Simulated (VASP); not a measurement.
# NbH2 in VASP: single point with LDA

Aim: the single point of NbH2 with LDA.

All numbers are computed with VASP 6.6.1; they aren't measurements. Logs are shortened: lines on timing, memory, paths and dates and some standing lists are left out, and cuts for length are marked.

## (1) The cell of the first run

The cell holds a slab with vacuum, 9 atoms: a = 3.227 Å, b = 3.227 Å, c = 19.245 Å, α = 90.00°, β = 90.00°, γ = 60.00°.

## (2) Single point, LDA

INCAR

```
PREC     = Accurate       # precision mode
ENCUT    = 520            # plane-wave cutoff, eV
EDIFF    = 1E-7           # SCF threshold, eV
ISMEAR   = -1             # smearing method
SIGMA    = 0.1            # smearing width, eV
LREAL    = F              # projectors in reciprocal space
LASPH    = T              # aspherical terms in the spheres
NELM     = 80             # most SCF steps
ALGO     = Normal         # electronic algorithm
ISIF     = 2              # what is computed and relaxed
LWAVE    = F              # write WAVECAR
LCHARG   = F              # write CHGCAR
LDIPOL   = T            
IDIPOL   = 3            
DIPOL    = 0.5 0.5 0.494
GGA      = CA             # functional
NBANDS   = 32             # bands
```

KPOINTS

```
regular mesh
0
Gamma
  6 6 1
```

POSCAR

```
NbH2
1.0
    3.2265282426      0.0000000000      0.0000000000
    1.6132641213      2.7942554241      0.0000000000
    0.0000000000      0.0000000000     19.2447355154
Nb H
3 6
Direct
    0.0000000000      0.0000000000      0.3117735754
    0.3333333333      0.3333333333      0.4486655206
    0.6666666667      0.6666666667      0.5855574657
    0.3333333333      0.3333333333      0.3459965617
    0.0000000000      0.0000000000      0.4144425343
    0.6666666667      0.6666666667      0.4828885069
    0.3333333333      0.3333333333      0.5513344794
    1.0000000000      0.0000000000      0.6197804520
    0.6666666667      0.6666666667      0.6882264246
```

Potentials or basis: VASP PAW LDA potentials, release 64 (Nb_sv, H).

Command:

```
cat potpaw_LDA.64/Nb_sv/POTCAR potpaw_LDA.64/H/POTCAR > POTCAR
mpirun -np 1 vasp_std > vasp.out
```

OUTCAR:

```text
PREC = Accurate
   ENCUT = 520
   EDIFF = 1E-7
   ISMEAR = -1
   LREAL = F
   LASPH = T
   NELM = 80
   ISIF = 2
   GGA = CA

 ion  position               nearest neighbor table
   1  0.000  0.000  0.312-
   2  0.333  0.333  0.449-
   3  0.667  0.667  0.586-
   4  0.333  0.333  0.346-
   5  0.000  0.000  0.414-
   6  0.667  0.667  0.483-
   7  0.333  0.333  0.551-
   8  0.000  0.000  0.620-
   9  0.667  0.667  0.688-

  LATTYP: Found a hexagonal cell.
 ALAT       =     3.2265282426
 C/A-ratio  =     5.9645334144

  Lattice vectors:

 A1 = (  -1.6132641213,  -2.7942554241,   0.0000000000)
 A2 = (   3.2265282426,   0.0000000000,   0.0000000000)
 A3 = (   0.0000000000,   0.0000000000,  19.2447355154)

Analysis of symmetry for initial positions (statically):
=====================================================================
 Subroutine PRICEL returns:
 Original cell was already a primitive cell.

 Routine SETGRP: Setting up the symmetry group for a
 hexagonal supercell.

 Subroutine GETGRP returns: Found  6 space group operations
 (whereof  6 operations were pure point group operations)
 out of a pool of 24 trial point group operations.

The static configuration has the point symmetry C_3v.

Analysis of symmetry for dynamics (positions and initial velocities):
=====================================================================
 Subroutine PRICEL returns:
 Original cell was already a primitive cell.

 Routine SETGRP: Setting up the symmetry group for a
 hexagonal supercell.

 Subroutine GETGRP returns: Found  6 space group operations
 (whereof  6 operations were pure point group operations)
 out of a pool of 24 trial point group operations.

The dynamic configuration has the point symmetry C_3v.

 Subroutine INISYM returns: Found  6 space group operations
 (whereof  6 operations are pure point group operations),
 and found     1 'primitive' translations

----------------------------------------------------------------------------------------

                                     Primitive cell

  volume of cell :     173.5056

  direct lattice vectors                    reciprocal lattice vectors
     3.226528243  0.000000000  0.000000000     0.309930651 -0.178938545  0.000000000
     1.613264121  2.794255424  0.000000000     0.000000000  0.357877090  0.000000000
     0.000000000  0.000000000 19.244735515     0.000000000  0.000000000  0.051962263

  length of vectors
     3.226528243  3.226528243 19.244735515     0.357877090  0.357877090  0.051962263

  position of ions in fractional coordinates (direct lattice)
     0.000000000  0.000000000  0.311773575
     0.333333333  0.333333333  0.448665521
     0.666666667  0.666666667  0.585557466
     0.333333333  0.333333333  0.345996562
     0.000000000  0.000000000  0.414442534
     0.666666667  0.666666667  0.482888507
     0.333333333  0.333333333  0.551334479
     0.000000000  0.000000000  0.619780452
     0.666666667  0.666666667  0.688226425

  ion indices of the primitive-cell ions
   primitive index   ion index
                 1           1
                 2           2
                 3           3
                 4           4
                 5           5
                 6           6
                 7           7
                 8           8
                 9           9

----------------------------------------------------------------------------------------

 KPOINTS: regular mesh

Automatic generation of k-mesh.
 Grid dimensions read from file:
 generate k-points for:    6    6    1

 Generating k-lattice:

  Cartesian coordinates                     Fractional coordinates (reciprocal lattice)
     0.051655109 -0.029823091  0.000000000     0.166666667  0.000000000  0.000000000
     0.000000000  0.059646182  0.000000000     0.000000000  0.166666667  0.000000000
     0.000000000  0.000000000  0.051962263     0.000000000  0.000000000  1.000000000

  Length of vectors
     0.059646182  0.059646182  0.051962263

  Shift w.r.t. Gamma in fractional coordinates (k-lattice)
     0.000000000  0.000000000  0.000000000

 Subroutine IBZKPT returns following result:
 ===========================================

 Found      7 irreducible k-points:

 Following reciprocal coordinates:
            Coordinates               Weight
  0.000000  0.000000  0.000000      1.000000
  0.166667  0.000000  0.000000      6.000000
  0.333333  0.000000  0.000000      6.000000
  0.500000  0.000000  0.000000      3.000000
  0.333333  0.166667  0.000000      6.000000
  0.500000  0.166667  0.000000     12.000000
 -0.333333  0.333333  0.000000      2.000000
   k-points           NKPTS =      7   k-points in BZ     NKDIM =      7   number of bands    NBANDS=     32
   number of dos      NEDOS =    301   number of ions     NIONS =      9
   total plane-waves  NPLWV =  82944
   dimension x,y,z NGX =    24 NGY =   24 NGZ =  144
   dimension x,y,z NGXF=    48 NGYF=   48 NGZF=  288
   ions per type =               3   6
   NGX,Y,Z   is equivalent  to a cutoff of  12.37, 12.37, 12.44 a.u.
   NGXF,Y,Z  is equivalent  to a cutoff of  24.73, 24.73, 24.88 a.u.
 SYSTEM =  unknown system
   PREC   = accura    normal or accurate (medium, high low for compatibility)
   ISTART =      0    job   : 0-new  1-cont  2-samecut
   ICHARG =      2    charge: 1-file 2-atom 10-const
   ISPIN  =      1    spin polarized calculation?
   LNONCOLLINEAR =      F non collinear calculations
   LSORBIT =      F    spin-orbit coupling
   LASPH  =      T    aspherical Exc in radial PAW
   ENCUT  =  520.0 eV  38.22 Ry    6.18 a.u.   6.00  6.00 35.78*2*pi/ulx,y,z
   NELM   =     80;   NELMIN=  2; NELMDL= -5     # of ELM steps
   EDIFF  = 0.1E-06   stopping-criterion for ELM
   LREAL  =      F    real-space projection
   EDIFFG = 0.1E-05   stopping-criterion for IOM
   NSW    =      0    number of steps for IOM
   IBRION =     -1    ionic relax: 0-MD 1-quasi-New 2-CG
   NFREE  =      0    steps in history (QN), initial steepest desc. (CG)
   ISIF   =      2    stress and relaxation
   ISYM   =      2    0-nonsym 1-usesym 2-fastsym
   POTIM  = 0.5000    time-step for ionic-motion
   TEBEG  =    0.0;   TEEND  =   0.0 temperature during run
   PSTRESS=    0.0 pullay stress
   NELECT =      45.0000    total number of electrons
   NUPDOWN=      -1.0000    fix difference up-down
   EMIN   =  10.00;   EMAX   =-10.00  energy-range for DOS
   EFERMI =   0.00;   METHOD = LEGACY
   ISMEAR =    -1;   SIGMA  =   0.10  broadening in eV -4-tet -1-fermi 0-gaus
   EFERMI_NEDOS =   21; number of points for ismear=-14 and -15
   IALGO  =     38    algorithm
   IMIX   =      4    mixing-type and parameters
     AMIX     =   0.40;   BMIX     =  1.00
     AMIX_MAG =   1.60;   BMIX_MAG =  1.00
  volume/ion in A,a.u.               =      19.28       130.10
  Fermi-wavevector in a.u.,A,eV,Ry     =   1.044018  1.972907 14.829980  1.089973
  Thomas-Fermi vector in A             =   2.178752
   LORBIT       =      0    0 simple, 1 ext, 2 COOP (PROOUT), +10 PAW based schemes
   GGA     = CA    functional components
   LHFCALC =     F    Hartree Fock is set to
   AEXX    =    0.0000 exact exchange contribution
   IVDW    =     0    specifies the selected vdW correction
   LEPSILON=     F    determine dielectric tensor
   LRPA    =     F    only Hartree local field effects (RPA)
 non-spin polarized calculation
  energy-cutoff  :      520.00
  volume of cell :      173.51
 maximum number of plane-waves:      4722
   NGX = 11   NGY = 11   NGZ = 71

 dipolmoment           0.000000      0.000000     -0.088471 electrons x Angstroem

 number of electron      45.0000002 magnetization

 dipolmoment           0.000000      0.000000      0.114096 electrons x Angstroem

 Free energy of the ion-electron system (eV)
  ---------------------------------------------------
  ext. energy  EPLUGINS =         0.00000000
  ---------------------------------------------------
  free energy    TOTEN  =       -53.88129914 eV

  energy without entropy =      -53.66586816  energy(sigma->0) =      -53.77358365

 E-fermi :   0.2487     XC(G=0):  -6.2149

 val. band max:        0.2341781250   @ k =   0.1667   0.0000   0.0000
 cond. band min:       0.3202608104   @ k =   0.1667   0.0000   0.0000
 fundamental gap:      0.0860826854
 Fermi energy:         0.2486849672

 k-point     1 :       0.0000    0.0000    0.0000
  band No.  band energies     occupation
      1     -54.5678      2.00000
      2     -54.4411      2.00000
      3     -54.2987      2.00000
      4     -31.0528      2.00000
      5     -30.7179      2.00000
      6     -30.4940      2.00000
[... 24 lines left out ...]
     31       2.9832      0.00000
     32       2.9832      0.00000

 k-point     2 :       0.1667    0.0000    0.0000
  band No.  band energies     occupation
      1     -54.5541      2.00000
      2     -54.4267      2.00000
      3     -54.2853      2.00000
      4     -31.0221      2.00000
      5     -30.7351      2.00000
      6     -30.6105      2.00000
[... 24 lines left out ...]
     31       3.3884      0.00000
     32       4.0916      0.00000

 k-point     3 :       0.3333    0.0000    0.0000
  band No.  band energies     occupation
      1     -54.5267      2.00000
      2     -54.3978      2.00000
      3     -54.2584      2.00000
      4     -31.0033      2.00000
      5     -30.8978      2.00000
      6     -30.7903      2.00000
[... 24 lines left out ...]
     31       4.5015      0.00000
     32       5.9471      0.00000

 k-point     4 :       0.5000    0.0000    0.0000
  band No.  band energies     occupation
      1     -54.5129      2.00000
      2     -54.3833      2.00000
      3     -54.2449      2.00000
      4     -31.0833      2.00000
      5     -30.9726      2.00000
      6     -30.8883      2.00000
[... 24 lines left out ...]
     31       4.5778      0.00000
     32       6.2768      0.00000

 k-point     5 :       0.3333    0.1667    0.0000
  band No.  band energies     occupation
      1     -54.5335      2.00000
      2     -54.4051      2.00000
      3     -54.2651      2.00000
      4     -30.9877      2.00000
      5     -30.8306      2.00000
      6     -30.7422      2.00000
[... 24 lines left out ...]
     31       4.3974      0.00000
     32       5.8603      0.00000

 k-point     6 :       0.5000    0.1667    0.0000
  band No.  band energies     occupation
      1     -54.5129      2.00000
      2     -54.3833      2.00000
      3     -54.2449      2.00000
      4     -31.0244      2.00000
      5     -30.9214      2.00000
      6     -30.8324      2.00000
[... 24 lines left out ...]
     31       4.8801      0.00000
     32       6.1941      0.00000

 k-point     7 :      -0.3333    0.3333    0.0000
  band No.  band energies     occupation
      1     -54.5060      2.00000
      2     -54.3760      2.00000
      3     -54.2381      2.00000
      4     -30.9683      2.00000
      5     -30.8863      2.00000
      6     -30.8675      2.00000
[... 24 lines left out ...]
     31       5.1746      0.00000
     32       5.6896      0.00000

------------------------ aborting loop because EDIFF is reached ----------------------------------------

 vacuum level on the upper side and lower side of the slab       (xc-potential included)         0.907        -1.416

  FORCE on cell =-STRESS in cart. coord.  units (eV):
  Direction    XX          YY          ZZ          XY          YZ          ZX
  --------------------------------------------------------------------------------------
  -------------------------------------------------------------------------------------
  Total       -7.0296031     -7.0296031     -5.4142227      0.0000000      0.0000000      0.0000000
  in kB      -64.9124298    -64.9124298    -49.9957602      0.0000000      0.0000000      0.0000000
  external PRESSURE =     -59.9402066 kB  Pullay stress =       0.0000000 kB

 VOLUME and BASIS-vectors are now :
 -----------------------------------------------------------------------------
  energy-cutoff  :      520.00
  volume of cell :      173.51
      direct lattice vectors                 reciprocal lattice vectors
     3.226528243  0.000000000  0.000000000     0.309930651 -0.178938545  0.000000000
     1.613264121  2.794255424  0.000000000     0.000000000  0.357877090  0.000000000
     0.000000000  0.000000000 19.244735515     0.000000000  0.000000000  0.051962263

 POSITION                                       TOTAL-FORCE (eV/Angst)
 -----------------------------------------------------------------------------------
      0.00000      0.00000      6.00000         0.000000      0.000000      1.205777
      1.61326      0.93142      8.63445        -0.000000      0.000000     -0.488982
      3.22653      1.86284     11.26890         0.000000      0.000000      1.313821
      1.61326      0.93142      6.65861         0.000000      0.000000     -0.314240
      0.00000      0.00000      7.97584         0.000000     -0.000000     -0.238766
      3.22653      1.86284      9.29306        -0.000000      0.000000     -0.355096
      1.61326      0.93142     10.61029         0.000000     -0.000000      0.185044
      0.00000      0.00000     11.92751         0.000000     -0.000000      0.371972
      3.22653      1.86284     13.24474         0.000000      0.000000     -1.679529
 -----------------------------------------------------------------------------------
    total drift:                                0.000000      0.000000      0.000090

  FREE ENERGIE OF THE ION-ELECTRON SYSTEM (eV)
  ---------------------------------------------------
  free  energy   TOTEN  =       -53.8812991388 eV

  energy  without entropy=      -53.6658681625  energy(sigma->0) =      -53.77358365

 vacuum level on the upper side and lower side of the slab         7.175         4.786
```

Wall time 89 s (1 thread of Intel Xeon 8259CL, shared host); peak memory 0.23 GiB.

What came out:

```
Free energy            : -53.8813 eV
Largest force          : 1.680 eV/Å
Band gap on the k mesh : zero (an odd number of electrons rules out a gap without spin polarisation)
```

Forces in eV/Å, atoms in the order of the input:
```
Nb   0.000  0.000  1.206
Nb   0.000  0.000 -0.489
Nb   0.000  0.000  1.314
H    0.000  0.000 -0.314
H    0.000  0.000 -0.239
H    0.000  0.000 -0.355
H    0.000  0.000  0.185
H    0.000  0.000  0.372
H    0.000  0.000 -1.680
```

Caveat: the k points lie up to 0.37 Å⁻¹ apart, too coarse for converged energies and pressures of a metal.
